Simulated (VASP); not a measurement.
A run of VASP 6.6.1:

Contents of INCAR:

```
SYSTEM = H20CO12
PREC = Accurate
ENCUT = 520
EDIFF = 1E-6
ISMEAR = -1
SIGMA = 0.05
LREAL = Auto
LASPH = .TRUE.
NELM = 120
ALGO = Normal
ISIF = 2
LWAVE = .FALSE.
LCHARG = .FALSE.
GGA = PE
IVDW = 12
NBANDS = 70
GGA_COMPAT = .FALSE.
```

Contents of KPOINTS:

```
Automatic mesh
0
G
  1 1 1
  0 0 0
```

The input POSCAR:

```
H20CO12
1.0
    7.1530900000      0.0000000000      0.0000000000
    0.0000000000      7.1530900000      0.0000000000
    0.0000000000      0.0000000000      7.1530900000
O H C
12 20 1
Direct
    0.5423110851      0.3486744889      0.3845331179
    0.0726539160      0.3625705814      0.3081884892
    0.3932985605      0.0247305710      0.8444462463
    0.4897463893      0.7329000474      0.3928512014
    0.7437485059      0.3666527333      0.0651606509
    0.8679885196     -0.0080105241      0.3652826960
    0.6679071562      1.2114065390      0.7210030910
    0.0218786566      0.7100567727      0.1178791264
    0.2263357514      1.0036501708      0.4996721696
    0.5900946304      0.7363391206     -0.0037186726
    0.2819201212      0.5878857948      0.7716525306
   -0.0425969756      0.5783095138      0.7118322291
    0.6146155018      0.3004575645      0.2800607849
    0.5742273619      0.2691843665      0.4964288161
    0.1970057695      0.3119491017      0.3194563468
    0.0457983892      0.4059783954      0.4382721313
    0.3321361817      0.0045295110      0.7254207622
    0.4531887618     -0.0973006072      0.8780401197
    0.5030972629      0.5848381609      0.4044545784
    0.6078352153      0.7822773095      0.4519305643
    0.8790187178      0.3407059047      0.0947842121
    0.7188921152      0.3107468241     -0.0571501267
    0.8828632102      0.1123290774      0.3059097537
    0.9017082128     -0.1056186907      0.2765518119
    0.7473693187      1.1186773828      0.6621474076
    0.5600097301      1.1320701962      0.7787823165
    0.0471404666      0.5962597982      0.1900297634
   -0.0938615340      0.6922462880      0.0535013540
    0.0912472791      0.9968139643      0.4671267942
    0.2836116979      0.8867636224      0.4397400284
    0.5372922751      0.7425042884      0.1295803632
    0.6179706952      0.5990977326     -0.0119948162
    0.1157821305      0.5882912140      0.7513396308
```

Potentials or basis: VASP PAW PBE potentials, release 64 (O, H, C).

Command:

```bash
$ cat potpaw_PBE.64/O/POTCAR potpaw_PBE.64/H/POTCAR potpaw_PBE.64/C/POTCAR > POTCAR
$ mpirun -np 1 vasp_gam > vasp.out
```

Hardware: 1 thread of AMD EPYC 7571, on a shared host.

Task: Estimate the wall time of this run.

Result: It took 90 s on 1 thread of AMD EPYC 7571 (shared host), peak memory 0.33 GiB. Counts: scf iterations 17, k points 1.
